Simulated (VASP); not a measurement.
# Li (Fm-3m) in VASP: further runs

The runs below take Li through single point, with PBE.

All numbers are computed with VASP 6.6.1; they aren't measurements. Logs are shortened: lines on timing, memory, paths and dates and some standing lists are left out, and cuts for length are marked.

## (1) The cell of the first run

The structure is cubic, space group Fm-3m (No. 225). The conventional cell has a = 4.381 Å, b = 4.381 Å, c = 4.381 Å, α = 90.00°, β = 90.00°, γ = 90.00°. Li (site symmetry m-3m) has 12 Li at 3.10 Å within 4.1 Å.

This isn't the form of Li at room conditions, which is bcc.

## (2) Single point, PBE

Contents of INCAR:

```
ALGO = Normal
EDIFF = 1E-6
ENCUT = 520
GGA = PE
ISIF = 2
ISMEAR = -1
LASPH = True
LCHARG = False
LREAL = False
LWAVE = False
NBANDS = 8
NELM = 100
PREC = Accurate
SIGMA = 0.06122561905347299
```

Contents of KPOINTS:

```
k-points
0
Gamma
  22 22 22
```

Contents of POSCAR:

```
Li
1.0
    0.0000000000      2.1905026126      2.1905026126
    2.1905026126      0.0000000000      2.1905026126
    2.1905026126      2.1905026126      0.0000000000
Li
1
Direct
    0.0000000000      0.0000000000      0.0000000000
```

Potentials or basis: VASP PAW PBE potentials, release 64 (Li_sv).

Command:

```console
$ cat potpaw_PBE.64/Li_sv/POTCAR > POTCAR
$ mpirun -np 1 vasp_std > vasp.out
```

OUTCAR:

```text
EDIFF = 1E-6
   ENCUT = 520
   GGA = PE
   ISIF = 2
   ISMEAR = -1
   LASPH = True
   LREAL = False
   NELM = 100
   PREC = Accurate

 ion  position               nearest neighbor table
   1  0.000  0.000  0.000-

  LATTYP: Found a face centered cubic cell.
 ALAT       =     4.3810052252

  Lattice vectors:

 A1 = (   0.0000000000,   2.1905026126,   2.1905026126)
 A2 = (   2.1905026126,   0.0000000000,   2.1905026126)
 A3 = (   2.1905026126,   2.1905026126,   0.0000000000)

Analysis of symmetry for initial positions (statically):
=====================================================================
 Subroutine PRICEL returns:
 Original cell was already a primitive cell.

 Routine SETGRP: Setting up the symmetry group for a
 face centered cubic supercell.

 Subroutine GETGRP returns: Found 48 space group operations
 (whereof 48 operations were pure point group operations)
 out of a pool of 48 trial point group operations.

The static configuration has the point symmetry O_h .

Analysis of symmetry for dynamics (positions and initial velocities):
=====================================================================
 Subroutine PRICEL returns:
 Original cell was already a primitive cell.

 Routine SETGRP: Setting up the symmetry group for a
 face centered cubic supercell.

 Subroutine GETGRP returns: Found 48 space group operations
 (whereof 48 operations were pure point group operations)
 out of a pool of 48 trial point group operations.

The dynamic configuration has the point symmetry O_h .

 Subroutine INISYM returns: Found 48 space group operations
 (whereof 48 operations are pure point group operations),
 and found     1 'primitive' translations

----------------------------------------------------------------------------------------

                                     Primitive cell

  volume of cell :      21.0214

  direct lattice vectors                    reciprocal lattice vectors
     0.000000000  2.190502613  2.190502613    -0.228258116  0.228258116  0.228258116
     2.190502613  0.000000000  2.190502613     0.228258116 -0.228258116  0.228258116
     2.190502613  2.190502613  0.000000000     0.228258116  0.228258116 -0.228258116

  length of vectors
     3.097838503  3.097838503  3.097838503     0.395354655  0.395354655  0.395354655

  position of ions in fractional coordinates (direct lattice)
     0.000000000  0.000000000  0.000000000

  ion indices of the primitive-cell ions
   primitive index   ion index
                 1           1

----------------------------------------------------------------------------------------

 KPOINTS: k-points

Automatic generation of k-mesh.
 Grid dimensions read from file:
 generate k-points for:   22   22   22

 Generating k-lattice:

  Cartesian coordinates                     Fractional coordinates (reciprocal lattice)
    -0.010375369  0.010375369  0.010375369     0.045454545  0.000000000  0.000000000
     0.010375369 -0.010375369  0.010375369     0.000000000  0.045454545  0.000000000
     0.010375369  0.010375369 -0.010375369     0.000000000  0.000000000  0.045454545

  Length of vectors
     0.017970666  0.017970666  0.017970666

  Shift w.r.t. Gamma in fractional coordinates (k-lattice)
     0.000000000  0.000000000  0.000000000

 Subroutine IBZKPT returns following result:
 ===========================================

 Found    328 irreducible k-points:

 Following reciprocal coordinates:
            Coordinates               Weight
  0.000000  0.000000  0.000000      1.000000
  0.045455  0.000000  0.000000      8.000000
  0.090909  0.000000  0.000000      8.000000
  0.136364  0.000000  0.000000      8.000000
  0.181818  0.000000  0.000000      8.000000
  0.227273  0.000000  0.000000      8.000000
[... 16 lines left out ...]
  0.500000  0.045455  0.000000     24.000000
 -0.454545  0.045455  0.000000     24.000000
 [... further k-points ...]
   k-points           NKPTS =    328   k-points in BZ     NKDIM =    328   number of bands    NBANDS=      8
   number of dos      NEDOS =    301   number of ions     NIONS =      1
   total plane-waves  NPLWV =  13824
   dimension x,y,z NGX =    24 NGY =   24 NGZ =   24
   dimension x,y,z NGXF=    48 NGYF=   48 NGZF=   48
   ions per type =               1
   NGX,Y,Z   is equivalent  to a cutoff of  12.88, 12.88, 12.88 a.u.
   NGXF,Y,Z  is equivalent  to a cutoff of  25.76, 25.76, 25.76 a.u.
 SYSTEM =  unknown system
   PREC   = accura    normal or accurate (medium, high low for compatibility)
   ISTART =      0    job   : 0-new  1-cont  2-samecut
   ICHARG =      2    charge: 1-file 2-atom 10-const
   ISPIN  =      1    spin polarized calculation?
   LNONCOLLINEAR =      F non collinear calculations
   LSORBIT =      F    spin-orbit coupling
   LASPH  =      T    aspherical Exc in radial PAW
   ENCUT  =  520.0 eV  38.22 Ry    6.18 a.u.   5.76  5.76  5.76*2*pi/ulx,y,z
   NELM   =    100;   NELMIN=  2; NELMDL= -5     # of ELM steps
   EDIFF  = 0.1E-05   stopping-criterion for ELM
   LREAL  =      F    real-space projection
   EDIFFG = 0.1E-04   stopping-criterion for IOM
   NSW    =      0    number of steps for IOM
   IBRION =     -1    ionic relax: 0-MD 1-quasi-New 2-CG
   NFREE  =      0    steps in history (QN), initial steepest desc. (CG)
   ISIF   =      2    stress and relaxation
   ISYM   =      2    0-nonsym 1-usesym 2-fastsym
   POTIM  = 0.5000    time-step for ionic-motion
   TEBEG  =    0.0;   TEEND  =   0.0 temperature during run
   PSTRESS=    0.0 pullay stress
   NELECT =       3.0000    total number of electrons
   NUPDOWN=      -1.0000    fix difference up-down
   EMIN   =  10.00;   EMAX   =-10.00  energy-range for DOS
   EFERMI =   0.00;   METHOD = LEGACY
   ISMEAR =    -1;   SIGMA  =   0.06  broadening in eV -4-tet -1-fermi 0-gaus
   EFERMI_NEDOS =   21; number of points for ismear=-14 and -15
   IALGO  =     38    algorithm
   IMIX   =      4    mixing-type and parameters
     AMIX     =   0.40;   BMIX     =  1.00
     AMIX_MAG =   1.60;   BMIX_MAG =  1.00
  volume/ion in A,a.u.               =      21.02       141.86
  Fermi-wavevector in a.u.,A,eV,Ry     =   0.855516  1.616691  9.958208  0.731908
  Thomas-Fermi vector in A             =   1.972277
   LORBIT       =      0    0 simple, 1 ext, 2 COOP (PROOUT), +10 PAW based schemes
   GGA     = PE    functional components
   LHFCALC =     F    Hartree Fock is set to
   AEXX    =    0.0000 exact exchange contribution
   IVDW    =     0    specifies the selected vdW correction
   LEPSILON=     F    determine dielectric tensor
   LRPA    =     F    only Hartree local field effects (RPA)
 non-spin polarized calculation
  energy-cutoff  :      520.00
  volume of cell :       21.02
 maximum number of plane-waves:       588
   NGX = 11   NGY = 11   NGZ = 11

 number of electron       3.0000001 magnetization

 Free energy of the ion-electron system (eV)
  ---------------------------------------------------
  ext. energy  EPLUGINS =         0.00000000
  ---------------------------------------------------
  free energy    TOTEN  =        -1.90824670 eV

  energy without entropy =       -1.90197277  energy(sigma->0) =       -1.90510973

 E-fermi :   0.5326     XC(G=0):  -6.9561

 val. band max:        0.5318267870   @ k =  -0.2727   0.2727   0.0000
 cond. band min:       0.5393676479   @ k =   0.5000   0.0455   0.0000
 fundamental gap:      0.0075408609
 Fermi energy:         0.5325505991

 k-point     1 :       0.0000    0.0000    0.0000
  band No.  band energies     occupation
      1     -46.0643      2.00000
      2      -2.9873      2.00000
      3      14.5100      0.00000
      4      14.5101      0.00000
      5      14.5101      0.00000
      6      18.3396      0.00000
      7      18.3396      0.00000
      8      18.3396      0.00000

 k-point     2 :       0.0455    0.0000    0.0000
  band No.  band energies     occupation
      1     -46.0640      2.00000
      2      -2.9508      2.00000
      3      14.0960      0.00000
      4      14.4238      0.00000
      5      14.4239      0.00000
      6      17.8240      0.00000
      7      18.4908      0.00000
      8      18.4909      0.00000

 k-point     3 :       0.0909    0.0000    0.0000
  band No.  band energies     occupation
      1     -46.0632      2.00000
      2      -2.8418      2.00000
      3      13.0441      0.00000
      4      14.2053      0.00000
      5      14.2054      0.00000
      6      17.5553      0.00000
      7      18.8837      0.00000
      8      18.8837      0.00000

 k-point     4 :       0.1364    0.0000    0.0000
  band No.  band energies     occupation
      1     -46.0617      2.00000
      2      -2.6594      2.00000
      3      11.7152      0.00000
      4      13.9295      0.00000
      5      13.9296      0.00000
      6      17.5912      0.00000
      7      19.3392      0.00000
      8      19.3392      0.00000

 k-point     5 :       0.1818    0.0000    0.0000
  band No.  band energies     occupation
      1     -46.0599      2.00000
      2      -2.4047      2.00000
      3      10.3240      0.00000
      4      13.6529      0.00000
      5      13.6529      0.00000
      6      17.7675      0.00000
      7      19.4792      0.00000
      8      19.4793      0.00000
[... 177 lines left out ...]
 k-point    22 :       0.4545    0.0455    0.0000
  band No.  band energies     occupation
      1     -46.0493      2.00000
      2       0.2044      1.99063
      3       3.8612      0.00000
      4      12.5055      0.00000
      5      12.8317      0.00000
      6      15.8251      0.00000
      7      17.2992      0.00000
      8      18.5337      0.00000

 k-point    23 :       0.5000    0.0455    0.0000
  band No.  band energies     occupation
      1     -46.0488      2.00000
      2       0.5394      0.94439
      3       3.3829      0.00000
      4      12.6158      0.00000
      5      12.6519      0.00000
      6      15.8326      0.00000
      7      17.0392      0.00000
      8      18.4874      0.00000

 k-point    24 :      -0.4545    0.0455    0.0000
  band No.  band energies     occupation
      1     -46.0489      2.00000
      2       0.4637      1.50963
      3       3.4868      0.00000
      4      12.5026      0.00000
      5      12.7672      0.00000
      6      15.9687      0.00000
      7      16.9148      0.00000
      8      18.5436      0.00000

 [... further k-points ...]
[... 5 lines left out ...]
  --------------------------------------------------------------------------------------
  -------------------------------------------------------------------------------------
  Total       -0.0737224     -0.0737224     -0.0737224      0.0000000      0.0000000      0.0000000
  in kB       -5.6188647     -5.6188647     -5.6188647      0.0000000      0.0000000      0.0000000
  external PRESSURE =      -5.6188647 kB  Pullay stress =       0.0000000 kB

 VOLUME and BASIS-vectors are now :
 -----------------------------------------------------------------------------
  energy-cutoff  :      520.00
  volume of cell :       21.02
      direct lattice vectors                 reciprocal lattice vectors
     0.000000000  2.190502613  2.190502613    -0.228258116  0.228258116  0.228258116
     2.190502613  0.000000000  2.190502613     0.228258116 -0.228258116  0.228258116
     2.190502613  2.190502613  0.000000000     0.228258116  0.228258116 -0.228258116

 POSITION                                       TOTAL-FORCE (eV/Angst)
 -----------------------------------------------------------------------------------
      0.00000      0.00000      0.00000        -0.000000     -0.000000      0.000000
 -----------------------------------------------------------------------------------
    total drift:                                0.000000      0.000000     -0.000000

  FREE ENERGIE OF THE ION-ELECTRON SYSTEM (eV)
  ---------------------------------------------------
  free  energy   TOTEN  =        -1.9082466963 eV

  energy  without entropy=       -1.9019727685  energy(sigma->0) =       -1.90510973
```

Wall time 17 s (1 thread of Intel Xeon Platinum 8259CL at 2.50GHz (Skylake/Cascade Lake), shared host); peak memory 0.16 GiB.

What came out:

* Free energy: -1.9082 eV
* Band gap on the k mesh: zero (an odd number of electrons rules out a gap without spin polarisation)

Levels at points of the mesh, in eV from the Fermi level:
```tsv
k point	band 1	band 2	band 3	band 4	band 5
(0.00, 0.00, 0.00)	-46.60	-3.52	13.98	13.98	13.98
(0.50, 0.00, 0.00)	-46.58	-0.01	2.80	12.30	12.30
(0.50, 0.50, 0.00)	-46.58	1.50	4.57	8.22	8.22
```

Caveat: the cutoff is under 1.25 times the usual one of these potentials, so pressure, stress and relaxed cells hold a basis-set (Pulay) error.

[end of part 1 of 2]
